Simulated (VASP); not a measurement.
# CdS (Immm) in VASP: single point with PBE

Aim: the single point of CdS with PBE.

Everything below comes from runs of VASP 6.6.1. Logs are shortened: lines on timing, memory, paths and dates and some standing lists are left out, and cuts for length are marked.

## Step 1: The cell of the first run

It takes space group Immm (No. 71, orthorhombic). Conventional cell: a = 3.699 Å, b = 4.153 Å, c = 6.828 Å, α = 90.00°, β = 90.00°, γ = 90.00°. Within 2.7 Å of Cd (site symmetry mmm) lie 2 S at 2.08 Å. S (site symmetry mmm) has 2 Cd at 2.08 Å within 2.7 Å.

The cell was generated, and may not be a known phase.

## Step 2: Single point, PBE

The input, INCAR:

```
SYSTEM = CdS
ALGO = Normal
EDIFF = 1E-6
ENCUT = 630
GGA = PE
GGA_COMPAT = .False.
ISIF = 2
ISMEAR = 0
LASPH = .True.
LCHARG = .False.
LREAL = .False.
LWAVE = .False.
NBANDS = 20
NELM = 120
PREC = Accurate
SIGMA = 0.1
```

The input, KPOINTS:

```
k-points
0
Gamma
  6 6 6
  0 0 0
```

The input, POSCAR:

```
CdS
1.0
   -1.8496469400      2.0764155000      3.4140901000
    1.8496469400     -2.0764155000      3.4140901000
    1.8496469400      2.0764155000     -3.4140901000
Cd S
1 1
Direct
    0.0000000000      0.0000000000      0.0000000000
    0.5000000000      0.0000000000      0.5000000000
```

Potentials or basis: VASP PAW PBE potentials, release 64 (Cd_sv_GW, S).

The run is started by

```bash
$ cat potpaw_PBE.64/Cd_sv_GW/POTCAR potpaw_PBE.64/S/POTCAR > POTCAR
$ mpirun -np 1 vasp_std > vasp.out
```

OUTCAR:

```text
SYSTEM = CdS
   EDIFF = 1E-6
   ENCUT = 630
   GGA = PE
   ISIF = 2
   ISMEAR = 0
   LASPH = .True.
   LREAL = .False.
   NELM = 120
   PREC = Accurate

 ion  position               nearest neighbor table
   1  0.000  0.000  0.000-   2 2.08   2 2.08
   2  0.500  0.000  0.500-   1 2.08   1 2.08

  LATTYP: Found a body centered orthorhombic cell.
 ALAT       =     3.6992938800
 B/A-ratio  =     1.1226009976
 C/A-ratio  =     1.8458063678

  Lattice vectors:

 A1 = (  -1.8496469400,   2.0764155000,   3.4140901000)
 A2 = (   1.8496469400,  -2.0764155000,   3.4140901000)
 A3 = (   1.8496469400,   2.0764155000,  -3.4140901000)

Analysis of symmetry for initial positions (statically):
=====================================================================
 Subroutine PRICEL returns:
 Original cell was already a primitive cell.

 Routine SETGRP: Setting up the symmetry group for a
 body centered orthorhombic supercell.

 Subroutine GETGRP returns: Found  8 space group operations
 (whereof  8 operations were pure point group operations)
 out of a pool of  8 trial point group operations.

The static configuration has the point symmetry D_2h.

Analysis of symmetry for dynamics (positions and initial velocities):
=====================================================================
 Subroutine PRICEL returns:
 Original cell was already a primitive cell.

 Routine SETGRP: Setting up the symmetry group for a
 body centered orthorhombic supercell.

 Subroutine GETGRP returns: Found  8 space group operations
 (whereof  8 operations were pure point group operations)
 out of a pool of  8 trial point group operations.

The dynamic configuration has the point symmetry D_2h.

 Subroutine INISYM returns: Found  8 space group operations
 (whereof  8 operations are pure point group operations),
 and found     1 'primitive' translations

----------------------------------------------------------------------------------------

                                     Primitive cell

  volume of cell :      52.4491

  direct lattice vectors                    reciprocal lattice vectors
    -1.849646940  2.076415500  3.414090100     0.000000000  0.240799589  0.146451905
     1.849646940 -2.076415500  3.414090100     0.270321859  0.000000000  0.146451905
     1.849646940  2.076415500 -3.414090100     0.270321859  0.240799589  0.000000000

  length of vectors
     4.403260876  4.403260876  4.403260876     0.281837902  0.307444415  0.362019820

  position of ions in fractional coordinates (direct lattice)
     0.000000000  0.000000000  0.000000000
[... 77 lines left out ...]
   NELM   =    120;   NELMIN=  2; NELMDL= -5     # of ELM steps
   EDIFF  = 0.1E-05   stopping-criterion for ELM
   LREAL  =      F    real-space projection
   EDIFFG = 0.1E-04   stopping-criterion for IOM
   NSW    =      0    number of steps for IOM
   IBRION =     -1    ionic relax: 0-MD 1-quasi-New 2-CG
   NFREE  =      0    steps in history (QN), initial steepest desc. (CG)
   ISIF   =      2    stress and relaxation
   ISYM   =      2    0-nonsym 1-usesym 2-fastsym
   POTIM  = 0.5000    time-step for ionic-motion
   TEBEG  =    0.0;   TEEND  =   0.0 temperature during run
   PSTRESS=    0.0 pullay stress
   NELECT =      26.0000    total number of electrons
   NUPDOWN=      -1.0000    fix difference up-down
   EMIN   =  10.00;   EMAX   =-10.00  energy-range for DOS
   EFERMI =   0.00;   METHOD = LEGACY
   ISMEAR =     0;   SIGMA  =   0.10  broadening in eV -4-tet -1-fermi 0-gaus
   EFERMI_NEDOS =   21; number of points for ismear=-14 and -15
   IALGO  =     38    algorithm
   IMIX   =      4    mixing-type and parameters
     AMIX     =   0.40;   BMIX     =  1.00
     AMIX_MAG =   1.60;   BMIX_MAG =  1.00
  volume/ion in A,a.u.               =      26.22       176.97
  Fermi-wavevector in a.u.,A,eV,Ry     =   1.295647  2.448417 22.840105  1.678700
  Thomas-Fermi vector in A             =   2.427153
   LORBIT       =      0    0 simple, 1 ext, 2 COOP (PROOUT), +10 PAW based schemes
   GGA     = PE    functional components
   LHFCALC =     F    Hartree Fock is set to
   AEXX    =    0.0000 exact exchange contribution
   IVDW    =     0    specifies the selected vdW correction
   LEPSILON=     F    determine dielectric tensor
   LRPA    =     F    only Hartree local field effects (RPA)
 non-spin polarized calculation
 Gauss-broadening in eV      SIGMA  =   0.10
  energy-cutoff  :      630.00
  volume of cell :       52.45
 maximum number of plane-waves:      1918
   NGX = 19   NGY = 19   NGZ = 19

 number of electron      25.9999998 magnetization

 Free energy of the ion-electron system (eV)
  ---------------------------------------------------
  ext. energy  EPLUGINS =         0.00000000
  ---------------------------------------------------
  free energy    TOTEN  =        -3.70675065 eV

  energy without entropy =       -3.70675058  energy(sigma->0) =       -3.70675062

 E-fermi :   3.5228     XC(G=0):  -8.9705

 val. band max:        3.2006008881   @ k =   0.5000  -0.0000   0.0000
 cond. band min:       3.8223232142   @ k =   0.0000   0.0000   0.0000
 fundamental gap:      0.6217223261
 Fermi energy:         3.5228023212

 k-point     1 :       0.0000    0.0000    0.0000
  band No.  band energies     occupation
      1    -100.0682      2.00000
      2     -61.2887      2.00000
      3     -61.0717      2.00000
      4     -61.0430      2.00000
      5     -11.4520      2.00000
      6      -6.1749      2.00000
[... 541 lines left out ...]
     19      14.8701      0.00000
     20      16.4603      0.00000

 [... further k-points ...]

------------------------ aborting loop because EDIFF is reached ----------------------------------------

  FORCE on cell =-STRESS in cart. coord.  units (eV):
  Direction    XX          YY          ZZ          XY          YZ          ZX
  --------------------------------------------------------------------------------------
  -------------------------------------------------------------------------------------
  Total        1.5082242     18.9084252     -0.5240572      0.0000000      0.0000000      0.0000000
  in kB       46.0721448    577.6009152    -16.0085202      0.0000000      0.0000000      0.0000000
  external PRESSURE =     202.5548466 kB  Pullay stress =       0.0000000 kB

 VOLUME and BASIS-vectors are now :
 -----------------------------------------------------------------------------
  energy-cutoff  :      630.00
  volume of cell :       52.45
      direct lattice vectors                 reciprocal lattice vectors
    -1.849646940  2.076415500  3.414090100     0.000000000  0.240799589  0.146451905
     1.849646940 -2.076415500  3.414090100     0.270321859  0.000000000  0.146451905
     1.849646940  2.076415500 -3.414090100     0.270321859  0.240799589  0.000000000

 POSITION                                       TOTAL-FORCE (eV/Angst)
 -----------------------------------------------------------------------------------
      0.00000      0.00000      0.00000        -0.000000      0.000000     -0.000000
      0.00000      2.07642      0.00000         0.000000     -0.000000      0.000000
 -----------------------------------------------------------------------------------
    total drift:                                0.000000     -0.000000     -0.000000

  FREE ENERGIE OF THE ION-ELECTRON SYSTEM (eV)
  ---------------------------------------------------
  free  energy   TOTEN  =        -3.7067506509 eV

  energy  without entropy=       -3.7067505818  energy(sigma->0) =       -3.70675062
```

Run time: 73 s. Hardware: 1 thread of AMD EPYC 7R13 (Zen 3), shared host; peak memory 0.21 GiB.

Results:

```
Free energy            : -3.7068 eV
Pressure               : 20.3 GPa
Band gap on the k mesh : 0.62 eV (least direct gap 1.74 eV)
```

Caveat: the stress differs along the axes, from -2 to 58 GPa; semilocal functionals underestimate gaps, and a narrow one can read as zero. A k mesh can miss the band edges.
